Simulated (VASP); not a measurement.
# CoCl2O2 (C2/m) in VASP: a series of runs

The runs below take CoCl2O2 through single point, with PBE.

All numbers are computed with VASP 6.6.1; they aren't measurements. Logs are shortened: lines on timing, memory, paths and dates and some standing lists are left out, and cuts for length are marked.

## (1) The cell of the first run

It takes space group C2/m (No. 12, monoclinic). Conventional cell: a = 7.162 Å, b = 7.854 Å, c = 3.483 Å, α = 90.00°, β = 96.93°, γ = 90.00°. Within 2.2 Å of Co (site symmetry 2/m) lie 2 O at 1.63 Å. Within 3.1 Å of Cl (site symmetry m) lie 2 Co at 2.38 to 2.45 Å and 4 O at 2.88 to 2.94 Å. Within 2.2 Å of O (site symmetry 2) lie 1 Co at 1.63 Å.

## (2) Single point, PBE, collinear spin, zero start

File INCAR:

```
ALGO = Normal
EDIFF = 1E-6
ENCUT = 520
GGA = PE
ISIF = 2
ISMEAR = -1
ISPIN = 2
LASPH = T
LCHARG = F
LMAXMIX = 4
LORBIT = 11
LREAL = F
LWAVE = F
MAGMOM = 0 0 0 0 0
NBANDS = 30
NELM = 150
NUPDOWN = 0.0
PREC = Accurate
SIGMA = 0.05
```

File KPOINTS:

```
k-points
0
Gamma
  4 4 7
```

File POSCAR:

```
CoCl2O2
1.0
    3.5808710000     -3.9269530000      0.0000000000
    3.5808710000      3.9269530000      0.0000000000
   -0.4203970000      0.0000000000      3.4576140000
Co Cl O
1 2 2
Direct
    0.0000000000      0.0000000000      0.0000000000
    0.7655230000      0.7655230000      0.4279410000
    0.2344770000      0.2344770000      0.5720590000
    0.7918370000      0.2081630000      0.0000000000
    0.2081630000      0.7918370000      0.0000000000
```

Potentials or basis: VASP PAW PBE potentials, release 64 (Co, Cl, O).

Launch:

```
$ cat potpaw_PBE.64/Co/POTCAR potpaw_PBE.64/Cl/POTCAR potpaw_PBE.64/O/POTCAR > POTCAR
$ mpirun -np 1 vasp_std > vasp.out
```

OUTCAR:

```text
EDIFF = 1E-6
   ENCUT = 520
   GGA = PE
   ISIF = 2
   ISMEAR = -1
   ISPIN = 2
   LASPH = T
   LORBIT = 11
   LREAL = F
   NELM = 150
   NUPDOWN = 0.0
   PREC = Accurate

 ion  position               nearest neighbor table
   1  0.000  0.000  0.000-   4 1.63   5 1.63   2 2.38   3 2.38   3 2.45   2 2.45
   2  0.766  0.766  0.428-   1 2.38   1 2.45
   3  0.234  0.234  0.572-   1 2.38   1 2.45
   4  0.792  0.208  0.000-   1 1.63
   5  0.208  0.792  0.000-   1 1.63

  LATTYP: Found a base centered monoclinic cell.
 ALAT       =     7.1617420000
 B/A-ratio  =     1.0966474358
 C/A-ratio  =     0.4863449989
 COS(beta)  =    -0.1206970018

  Lattice vectors:

 A1 = (   3.5808710000,  -3.9269530000,   0.0000000000)
 A2 = (   3.5808710000,   3.9269530000,   0.0000000000)
 A3 = (  -0.4203970000,   0.0000000000,   3.4576140000)

Analysis of symmetry for initial positions (statically):
=====================================================================
 Subroutine PRICEL returns:
 Original cell was already a primitive cell.

 Routine SETGRP: Setting up the symmetry group for a
 base centered monoclinic supercell.

 Subroutine GETGRP returns: Found  4 space group operations
 (whereof  4 operations were pure point group operations)
 out of a pool of  4 trial point group operations.

The static configuration has the point symmetry C_2h.

Analysis of symmetry for dynamics (positions and initial velocities):
=====================================================================
 Subroutine PRICEL returns:
 Original cell was already a primitive cell.

 Routine SETGRP: Setting up the symmetry group for a
 base centered monoclinic supercell.

 Subroutine GETGRP returns: Found  4 space group operations
 (whereof  4 operations were pure point group operations)
 out of a pool of  4 trial point group operations.

The dynamic configuration has the point symmetry C_2h.

Analysis of structural, dynamic, and magnetic symmetry:
=====================================================================
 Subroutine PRICEL returns:
 Original cell was already a primitive cell.

 Routine SETGRP: Setting up the symmetry group for a
 base centered monoclinic supercell.

 Subroutine GETGRP returns: Found  4 space group operations
 (whereof  4 operations were pure point group operations)
 out of a pool of  4 trial point group operations.

The overall configuration has the point symmetry C_2h.

 Subroutine INISYM returns: Found  4 space group operations
 (whereof  4 operations are pure point group operations),
 and found     1 'primitive' translations

----------------------------------------------------------------------------------------

                                     Primitive cell

  volume of cell :      97.2413

  direct lattice vectors                    reciprocal lattice vectors
     3.580871000 -3.926953000  0.000000000     0.139630833 -0.127325181  0.016977136
     3.580871000  3.926953000  0.000000000     0.139630833  0.127325181  0.016977136
    -0.420397000  0.000000000  3.457614000     0.000000000  0.000000000  0.289216784

  length of vectors
     5.314470527  5.314470527  3.483077405     0.189727948  0.189727948  0.289216784

  position of ions in fractional coordinates (direct lattice)
     0.000000000  0.000000000  0.000000000
     0.765523000  0.765523000  0.427941000
     0.234477000  0.234477000  0.572059000
     0.791837000  0.208163000  0.000000000
     0.208163000  0.791837000  0.000000000

  ion indices of the primitive-cell ions
   primitive index   ion index
                 1           1
                 2           2
                 3           3
                 4           4
                 5           5

----------------------------------------------------------------------------------------

 KPOINTS: k-points

Automatic generation of k-mesh.
 Grid dimensions read from file:
 generate k-points for:    4    4    7

 Generating k-lattice:

  Cartesian coordinates                     Fractional coordinates (reciprocal lattice)
     0.034907708 -0.031831295  0.004244284     0.250000000  0.000000000  0.000000000
     0.034907708  0.031831295  0.004244284     0.000000000  0.250000000  0.000000000
     0.000000000  0.000000000  0.041316683     0.000000000  0.000000000  0.142857143

  Length of vectors
     0.047431987  0.047431987  0.041316683

  Shift w.r.t. Gamma in fractional coordinates (k-lattice)
     0.000000000  0.000000000  0.000000000

 Subroutine IBZKPT returns following result:
 ===========================================

 Found     37 irreducible k-points:

 Following reciprocal coordinates:
            Coordinates               Weight
  0.000000  0.000000  0.000000      1.000000
  0.250000  0.000000 -0.000000      4.000000
  0.500000  0.000000 -0.000000      2.000000
  0.250000  0.250000 -0.000000      2.000000
  0.500000  0.250000 -0.000000      4.000000
 -0.250000  0.250000  0.000000      2.000000
[... 16 lines left out ...]
  0.500000  0.250000  0.285714      4.000000
 -0.250000  0.250000  0.285714      4.000000
 [... further k-points ...]
   k-points           NKPTS =     37   k-points in BZ     NKDIM =     37   number of bands    NBANDS=     30
   number of dos      NEDOS =    301   number of ions     NIONS =      5
   total plane-waves  NPLWV =  44800
   dimension x,y,z NGX =    40 NGY =   40 NGZ =   28
   dimension x,y,z NGXF=    80 NGYF=   80 NGZF=   56
   ions per type =               1   2   2
   NGX,Y,Z   is equivalent  to a cutoff of  12.51, 12.51, 13.36 a.u.
   NGXF,Y,Z  is equivalent  to a cutoff of  25.03, 25.03, 26.73 a.u.
 SYSTEM =  unknown system
   PREC   = accura    normal or accurate (medium, high low for compatibility)
   ISTART =      0    job   : 0-new  1-cont  2-samecut
   ICHARG =      2    charge: 1-file 2-atom 10-const
   ISPIN  =      2    spin polarized calculation?
   LNONCOLLINEAR =      F non collinear calculations
   LSORBIT =      F    spin-orbit coupling
   LASPH  =      T    aspherical Exc in radial PAW
   ENCUT  =  520.0 eV  38.22 Ry    6.18 a.u.   9.88  9.88  6.48*2*pi/ulx,y,z
   NELM   =    150;   NELMIN=  2; NELMDL= -5     # of ELM steps
   EDIFF  = 0.1E-05   stopping-criterion for ELM
   LREAL  =      F    real-space projection
   EDIFFG = 0.1E-04   stopping-criterion for IOM
   NSW    =      0    number of steps for IOM
   IBRION =     -1    ionic relax: 0-MD 1-quasi-New 2-CG
   NFREE  =      0    steps in history (QN), initial steepest desc. (CG)
   ISIF   =      2    stress and relaxation
   ISYM   =      2    0-nonsym 1-usesym 2-fastsym
   POTIM  = 0.5000    time-step for ionic-motion
   TEBEG  =    0.0;   TEEND  =   0.0 temperature during run
   PSTRESS=    0.0 pullay stress
   NELECT =      35.0000    total number of electrons
   NUPDOWN=       0.0000    fix difference up-down
   EMIN   =  10.00;   EMAX   =-10.00  energy-range for DOS
   EFERMI =   0.00;   METHOD = LEGACY
   ISMEAR =    -1;   SIGMA  =   0.05  broadening in eV -4-tet -1-fermi 0-gaus
   EFERMI_NEDOS =   21; number of points for ismear=-14 and -15
   IALGO  =     38    algorithm
   IMIX   =      4    mixing-type and parameters
     AMIX     =   0.40;   BMIX     =  1.00
     AMIX_MAG =   1.60;   BMIX_MAG =  1.00
  volume/ion in A,a.u.               =      19.45       131.24
  Fermi-wavevector in a.u.,A,eV,Ry     =   1.164521  2.200625 18.450976  1.356108
  Thomas-Fermi vector in A             =   2.301058
   LORBIT       =     11    0 simple, 1 ext, 2 COOP (PROOUT), +10 PAW based schemes
   GGA     = PE    functional components
   LHFCALC =     F    Hartree Fock is set to
   AEXX    =    0.0000 exact exchange contribution
   IVDW    =     0    specifies the selected vdW correction
   LEPSILON=     F    determine dielectric tensor
   LRPA    =     F    only Hartree local field effects (RPA)
 spin polarized calculation
  energy-cutoff  :      520.00
  volume of cell :       97.24
 maximum number of plane-waves:      2636
   NGX = 19   NGY = 19   NGZ = 13

 number of electron      34.9999992 magnetization      -0.0000000

 number of electron      34.9999992 magnetization       0.0000000

 Free energy of the ion-electron system (eV)
  ---------------------------------------------------
  ext. energy  EPLUGINS =         0.00000000
  ---------------------------------------------------
  free energy    TOTEN  =       -20.53514140 eV

  energy without entropy =      -20.46332676  energy(sigma->0) =      -20.49923408

 E-fermi :   0.1778     XC(G=0):  -8.5888

 val. band max:        0.1653339030   @ k =  -0.2500   0.0000   0.4286
 cond. band min:       0.1863653217   @ k =   0.2500   0.0000   0.1429
 fundamental gap:      0.0210314187
 Fermi energy:         0.1775226856

 spin component 1

 k-point     1 :       0.0000    0.0000    0.0000
  band No.  band energies     occupation
      1     -17.8576      1.00000
      2     -16.9242      1.00000
      3     -14.2430      1.00000
      4     -13.9421      1.00000
      5      -5.1550      1.00000
      6      -4.8340      1.00000
[... 757 lines left out ...]
     28      11.8307      0.00000
     29      12.4034      0.00000

 [... further k-points ...]

 spin component 2

 k-point     1 :       0.0000    0.0000    0.0000
  band No.  band energies     occupation
      1     -17.8587      1.00000
      2     -16.9256      1.00000
      3     -14.2425      1.00000
      4     -13.9414      1.00000
      5      -5.1551      1.00000
      6      -4.8347      1.00000
[... 757 lines left out ...]
     28      11.8309      0.00000
     29      12.4035      0.00000

 [... further k-points ...]

 [bands above 29 left out]

------------------------ aborting loop because EDIFF is reached ----------------------------------------

  FORCE on cell =-STRESS in cart. coord.  units (eV):
  Direction    XX          YY          ZZ          XY          YZ          ZX
  --------------------------------------------------------------------------------------
  -------------------------------------------------------------------------------------
  Total       -0.9875187     -1.3112835     -1.0277963      0.0000000      0.0000000     -0.1716804
  in kB      -16.2706545    -21.6051005    -16.9342812      0.0000000      0.0000000     -2.8286581
  external PRESSURE =     -18.2700121 kB  Pullay stress =       0.0000000 kB

 VOLUME and BASIS-vectors are now :
 -----------------------------------------------------------------------------
  energy-cutoff  :      520.00
  volume of cell :       97.24
      direct lattice vectors                 reciprocal lattice vectors
     3.580871000 -3.926953000  0.000000000     0.139630833 -0.127325181  0.016977136
     3.580871000  3.926953000  0.000000000     0.139630833  0.127325181  0.016977136
    -0.420397000  0.000000000  3.457614000     0.000000000  0.000000000  0.289216784

 POSITION                                       TOTAL-FORCE (eV/Angst)
 -----------------------------------------------------------------------------------
      0.00000      0.00000      0.00000         0.000000      0.000000      0.000000
      5.30257      0.00000      1.47965         0.362541      0.000000      0.127281
      1.43877      0.00000      1.97796        -0.362541      0.000000     -0.127281
      3.58087     -2.29206      0.00000        -0.000000     -0.492519      0.000000
      3.58087      2.29206      0.00000        -0.000000      0.492519      0.000000
 -----------------------------------------------------------------------------------
    total drift:                                0.000000      0.000000     -0.000000

  FREE ENERGIE OF THE ION-ELECTRON SYSTEM (eV)
  ---------------------------------------------------
  free  energy   TOTEN  =       -20.5351413992 eV

  energy  without entropy=      -20.4633267596  energy(sigma->0) =      -20.49923408

 total charge

# of ion       s       p       d       tot
------------------------------------------
    1        0.459   0.837   7.213   8.509
    2        1.620   3.393   0.000   5.012
    3        1.620   3.393   0.000   5.012
    4        1.617   3.194   0.000   4.811
    5        1.617   3.194   0.000   4.811
--------------------------------------------------
tot          6.932  14.010   7.213  28.155

 magnetization (x)

# of ion       s       p       d       tot
------------------------------------------
    1       -0.000   0.000   0.001   0.001
    2        0.000   0.001   0.000   0.001
    3        0.000   0.001   0.000   0.001
    4       -0.000  -0.001   0.000  -0.001
    5       -0.000  -0.001   0.000  -0.001
--------------------------------------------------
tot          0.000  -0.001   0.001   0.000
```

Run time: 6.9 min. Hardware: 1 thread of Intel Xeon Platinum 8259CL at 2.50GHz (Skylake/Cascade Lake), shared host; peak memory 0.32 GiB.

Results:

- Free energy: -20.5351 eV
- Pressure: -1.8 GPa
- Largest force: 0.493 eV/Å
- Net moment: 0.00 μB per cell
- Valence electrons inside the program's atomic spheres: Co 8.51; Cl 5.01; O 4.81

Forces on the atoms (eV/Å):
```
Co   0.000  0.000  0.000
Cl   0.363  0.000  0.127
Cl  -0.363  0.000 -0.127
O    0.000 -0.493  0.000
O    0.000  0.493  0.000
```

Stress tensor (GPa, compression positive):
```
-1.63  0.00 -0.28
 0.00 -2.16  0.00
-0.28  0.00 -1.69
```

Caveat: the total moment is fixed, so each spin has its own Fermi level.

(Continued in part 2 of 2.)
